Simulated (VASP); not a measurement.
# Ga4AsP3 (Amm2) in VASP: a series of runs

Runs on Ga4AsP3. Level: PBE. Tasks: relaxation of cell and atoms, single point.

All numbers are computed with VASP 6.6.1; they aren't measurements. Logs are shortened: lines on timing, memory, paths and dates and some standing lists are left out, and cuts for length are marked.

**1. The cell of the first run**

Symmetry: Amm2, No. 38, orthorhombic system. The conventional cell has a = 3.945 Å, b = 7.866 Å, c = 11.084 Å, α = 90.00°, β = 90.00°, γ = 90.00°. Within 3.1 Å of Ga (site symmetry mm2) lie 2 P at 2.38 Å and 2 As at 2.44 Å. Within 3.2 Å of Ga (site symmetry m) lie 3 P at 2.39 to 2.40 Å and 1 As at 2.45 Å. Within 3.2 Å of Ga (site symmetry mm2) lie 4 P at 2.41 Å. P (site symmetry m) has 4 Ga at 2.38 to 2.41 Å within 3.1 Å. P (site symmetry mm2) has 4 Ga at 2.39 to 2.41 Å within 3.2 Å. As (site symmetry mm2) has 4 Ga at 2.44 to 2.45 Å within 3.2 Å.

**2. Relaxation of cell and atoms, PBE**

INCAR

```
SYSTEM = Ga4AsP3
ALGO = Normal ; EDIFF = 1E-6
EDIFFG = -0.01 ; ENCUT = 600
GGA = PE ; IBRION = 2
ISIF = 3 ; ISMEAR = 0
LASPH = .TRUE. ; LCHARG = .FALSE.
LREAL = .FALSE. ; LWAVE = .FALSE.
NELM = 60 ; NSW = 100
PREC = Accurate ; SIGMA = 0.02
```

KPOINTS

```
k-points
0
G
  8 4 4
  0 0 0
```

POSCAR

```
Ga4AsP3
1.0
    3.9452333982      0.0000000000      0.0000000000
    0.0000000000      3.9328992224      5.5417509759
    0.0000000000     -3.9328992224      5.5417509759
Ga P As
4 3 1
Direct
    0.0000000000      0.9954449459      0.9954449459
    0.5000000000      0.5070324734      0.9973022597
    0.5000000000      0.9973022597      0.5070324734
    0.0000000000      0.5003579600      0.5003579600
    0.0000000000      0.6248522344      0.1249722745
    0.0000000000      0.1249722745      0.6248522344
    0.5000000000      0.6249474916      0.6249474916
    0.5000000000      0.1250903604      0.1250903604
```

Potentials or basis: VASP PAW PBE potentials, release 64 (Ga_d, P, As).

The run is started by

```bash
cat potpaw_PBE.64/Ga_d/POTCAR potpaw_PBE.64/P/POTCAR potpaw_PBE.64/As/POTCAR > POTCAR
mpirun -np 1 vasp_std > vasp.out
```

OUTCAR:

```text
SYSTEM = Ga4AsP3
   EDIFF = 1E-6
   EDIFFG = -0.01
   ENCUT = 600
   GGA = PE
   IBRION = 2
   ISIF = 3
   ISMEAR = 0
   LASPH = .TRUE.
   LREAL = .FALSE.
   NELM = 60
   NSW = 100
   PREC = Accurate

 ion  position               nearest neighbor table
   1  0.000  0.995  0.995-   5 2.38   6 2.38   8 2.44   8 2.44
   2  0.500  0.507  0.997-   7 2.39   5 2.40   5 2.40   8 2.45
   3  0.500  0.997  0.507-   7 2.39   6 2.40   6 2.40   8 2.45
   4  0.000  0.500  0.500-   7 2.41   7 2.41   5 2.41   6 2.41
   5  0.000  0.625  0.125-   1 2.38   2 2.40   2 2.40   4 2.41
   6  0.000  0.125  0.625-   1 2.38   3 2.40   3 2.40   4 2.41
   7  0.500  0.625  0.625-   2 2.39   3 2.39   4 2.41   4 2.41
   8  0.500  0.125  0.125-   1 2.44   1 2.44   3 2.45   2 2.45

  LATTYP: Found a base centered orthorhombic cell.
 ALAT       =     7.8657984448
 B/A-ratio  =     1.4090752553
 C/A-ratio  =     0.5015680768

  Lattice vectors:

 A1 = (   0.0000000000,   3.9328992224,  -5.5417509759)
 A2 = (   0.0000000000,   3.9328992224,   5.5417509759)
 A3 = (   3.9452333982,   0.0000000000,   0.0000000000)

Analysis of symmetry for initial positions (statically):
=====================================================================
 Subroutine PRICEL returns:
 Original cell was already a primitive cell.

 Routine SETGRP: Setting up the symmetry group for a
 base centered orthorhombic supercell.

 Subroutine GETGRP returns: Found  4 space group operations
 (whereof  4 operations were pure point group operations)
 out of a pool of  8 trial point group operations.

The static configuration has the point symmetry C_2v.

Analysis of symmetry for dynamics (positions and initial velocities):
=====================================================================
 Subroutine PRICEL returns:
 Original cell was already a primitive cell.

 Routine SETGRP: Setting up the symmetry group for a
 base centered orthorhombic supercell.

 Subroutine GETGRP returns: Found  4 space group operations
 (whereof  4 operations were pure point group operations)
 out of a pool of  8 trial point group operations.

The dynamic configuration has the point symmetry C_2v.

 Subroutine INISYM returns: Found  4 space group operations
 (whereof  4 operations are pure point group operations),
 and found     1 'primitive' translations

[... 106 lines left out ...]
   EDIFF  = 0.1E-05   stopping-criterion for ELM
   LREAL  =      F    real-space projection
   EDIFFG = -.1E-01   stopping-criterion for IOM
   NSW    =    100    number of steps for IOM
   IBRION =      2    ionic relax: 0-MD 1-quasi-New 2-CG
   NFREE  =      1    steps in history (QN), initial steepest desc. (CG)
   ISIF   =      3    stress and relaxation
   ISYM   =      2    0-nonsym 1-usesym 2-fastsym
   POTIM  = 0.5000    time-step for ionic-motion
   TEBEG  =    0.0;   TEEND  =   0.0 temperature during run
   PSTRESS=    0.0 pullay stress
   NELECT =      72.0000    total number of electrons
   NUPDOWN=      -1.0000    fix difference up-down
   EMIN   =  10.00;   EMAX   =-10.00  energy-range for DOS
   EFERMI =   0.00;   METHOD = LEGACY
   ISMEAR =     0;   SIGMA  =   0.02  broadening in eV -4-tet -1-fermi 0-gaus
   EFERMI_NEDOS =   21; number of points for ismear=-14 and -15
   IALGO  =     38    algorithm
   IMIX   =      4    mixing-type and parameters
     AMIX     =   0.40;   BMIX     =  1.00
     AMIX_MAG =   1.60;   BMIX_MAG =  1.00
  volume/ion in A,a.u.               =      21.50       145.07
  Fermi-wavevector in a.u.,A,eV,Ry     =   1.224705  2.314357 20.407410  1.499902
  Thomas-Fermi vector in A             =   2.359770
   LORBIT       =      0    0 simple, 1 ext, 2 COOP (PROOUT), +10 PAW based schemes
   GGA     = PE    functional components
   LHFCALC =     F    Hartree Fock is set to
   AEXX    =    0.0000 exact exchange contribution
   IVDW    =     0    specifies the selected vdW correction
   LEPSILON=     F    determine dielectric tensor
   LRPA    =     F    only Hartree local field effects (RPA)
 conjugate gradient relaxation of ions
 non-spin polarized calculation
 Gauss-broadening in eV      SIGMA  =   0.02
  energy-cutoff  :      600.00
  volume of cell :      171.97
 maximum number of plane-waves:      5783
 NGX is ok and might be reduce to    32
   NGX = 15   NGY = 27   NGZ = 27

--------------------------------------- Ionic step        1  -------------------------------------------

 number of electron      71.9999982 magnetization

 Free energy of the ion-electron system (eV)
  ---------------------------------------------------
  ext. energy  EPLUGINS =         0.00000000
  ---------------------------------------------------
  free energy    TOTEN  =       -35.58645050 eV

  energy without entropy =      -35.58645050  energy(sigma->0) =      -35.58645050

------------------------ aborting loop because EDIFF is reached ----------------------------------------

  FORCE on cell =-STRESS in cart. coord.  units (eV):
  Direction    XX          YY          ZZ          XY          YZ          ZX
  --------------------------------------------------------------------------------------
  -------------------------------------------------------------------------------------
  Total       -0.1765083      0.3087569      0.4446605      0.0000000      0.0000000      0.0000000
  in kB       -1.6444219      2.8765027      4.1426344      0.0000000      0.0000000      0.0000000
  external PRESSURE =       1.7915717 kB  Pullay stress =       0.0000000 kB
[... 113 lines left out ...]
--------------------------------------- Ionic step        4  -------------------------------------------

 number of electron      71.9999983 magnetization

 Free energy of the ion-electron system (eV)
  ---------------------------------------------------
  ext. energy  EPLUGINS =         0.00000000
  ---------------------------------------------------
  free energy    TOTEN  =       -35.58792938 eV

  energy without entropy =      -35.58792938  energy(sigma->0) =      -35.58792938

 E-fermi :   4.3225     XC(G=0):  -9.6136

 val. band max:        4.1896880167   @ k =   0.0000   0.0000   0.0000
 cond. band min:       5.2835358543   @ k =   0.0000   0.0000   0.0000
 fundamental gap:      1.0938478376
 Fermi energy:         4.3225384381

 k-point     1 :       0.0000    0.0000    0.0000
  band No.  band energies     occupation
      1     -10.5806      2.00000
      2     -10.5499      2.00000
      3     -10.5159      2.00000
      4     -10.5054      2.00000
      5     -10.4724      2.00000
      6     -10.4531      2.00000
[... 1093 lines left out ...]
     42       7.7934      0.00000
     43       8.5161      0.00000

 [... further k-points ...]
[... 5 lines left out ...]
  --------------------------------------------------------------------------------------
  -------------------------------------------------------------------------------------
  Total       -0.0348469     -0.0737782      0.0158779      0.0000000      0.0000000      0.0000000
  in kB       -0.3237974     -0.6855469      0.1475370      0.0000000      0.0000000      0.0000000
  external PRESSURE =      -0.2872691 kB  Pullay stress =       0.0000000 kB
[... 23 lines left out ...]
  FREE ENERGIE OF THE ION-ELECTRON SYSTEM (eV)
  ---------------------------------------------------
  free  energy   TOTEN  =       -35.5879293793 eV

  energy  without entropy=      -35.5879293793  energy(sigma->0) =      -35.58792938

 reached required accuracy - stopping structural energy minimisation
```

CONTCAR:

```text
Ga4AsP3
   1.00000000000000
     3.9364099306047891    0.0000000000000000    0.0000000000000000
     0.0000000000000000    3.9376416416689679    5.5620534170380314
     0.0000000000000000   -3.9376416416689679    5.5620534170380314
  Ga              P               As
     4     3     1
Direct
     0.0000000000000000    0.9950206853423331    0.9950206853423331
     0.5000000000000000    0.5074934080776371    0.9971260884071186
     0.5000000000000000    0.9971260884071186    0.5074934080776371
     0.0000000000000000    0.5003258195644544    0.5003258195644544
     0.0000000000000000    0.6248794955623596    0.1250093901029972
     0.0000000000000000    0.1250093901029972    0.6248794955623596
     0.5000000000000000    0.6249678272905425    0.6249678272905425
     0.5000000000000000    0.1251772855525628    0.1251772855525628

  0.00000000E+00  0.00000000E+00  0.00000000E+00
  0.00000000E+00  0.00000000E+00  0.00000000E+00
  0.00000000E+00  0.00000000E+00  0.00000000E+00
  0.00000000E+00  0.00000000E+00  0.00000000E+00
  0.00000000E+00  0.00000000E+00  0.00000000E+00
  0.00000000E+00  0.00000000E+00  0.00000000E+00
  0.00000000E+00  0.00000000E+00  0.00000000E+00
  0.00000000E+00  0.00000000E+00  0.00000000E+00
```

Run time: 6.1 min. Hardware: 1 thread of Intel Xeon 6975P-C (Granite Rapids), shared host; peak memory 0.48 GiB.

Results:

```
Free energy                           : -35.5879 eV
Relaxed volume                        : 21.55 Å³/atom
Relaxed cell                          : a = 3.936 Å, b = 6.815 Å, c = 6.815 Å, α = 70.59°, β = 90.00°, γ = 90.00°
Space group after relaxing (to 0.1 Å) : Amm2 (No. 38)
Energy gained by relaxing             : 0.2 meV/atom
Ionic steps                           : 4
Pressure after relaxing               : 0.0 GPa
Largest force after relaxing          : 0.009 eV/Å
Band gap on the k mesh                : 1.09 eV
```

Forces on the atoms (eV/Å):
```
Ga   0.000  0.000 -0.003
Ga   0.000 -0.001 -0.009
Ga   0.000  0.001 -0.009
Ga   0.000  0.000 -0.003
P    0.000 -0.002  0.006
P    0.000  0.002  0.006
P    0.000  0.000  0.006
As   0.000  0.000  0.007
```

The path:
```csv
step,energy change (eV),largest force (eV/Å),pressure (GPa),volume (Å³)
1,0.0000,0.0491,0.18,171.97
2,-0.0012,0.0357,-0.07,172.57
3,-0.0012,0.0349,-0.09,172.59
4,-0.0015,0.0092,-0.03,172.43
```

Final structure:
```yaml
crystal:
  lattice:
    - [3.93641, 0.00000, 0.00000]
    - [0.00000, 3.93764, 5.56205]
    - [0.00000, -3.93764, 5.56205]
  atoms:
    - { symbol: Ga, position: [0.00000, 0.99502, 0.99502] }
    - { symbol: Ga, position: [0.50000, 0.50749, 0.99713] }
    - { symbol: Ga, position: [0.50000, 0.99713, 0.50749] }
    - { symbol: Ga, position: [0.00000, 0.50033, 0.50033] }
    - { symbol: P, position: [0.00000, 0.62488, 0.12501] }
    - { symbol: P, position: [0.00000, 0.12501, 0.62488] }
    - { symbol: P, position: [0.50000, 0.62497, 0.62497] }
    - { symbol: As, position: [0.50000, 0.12518, 0.12518] }
```

A k mesh can miss the band edges.

[end of part 1 of 3]
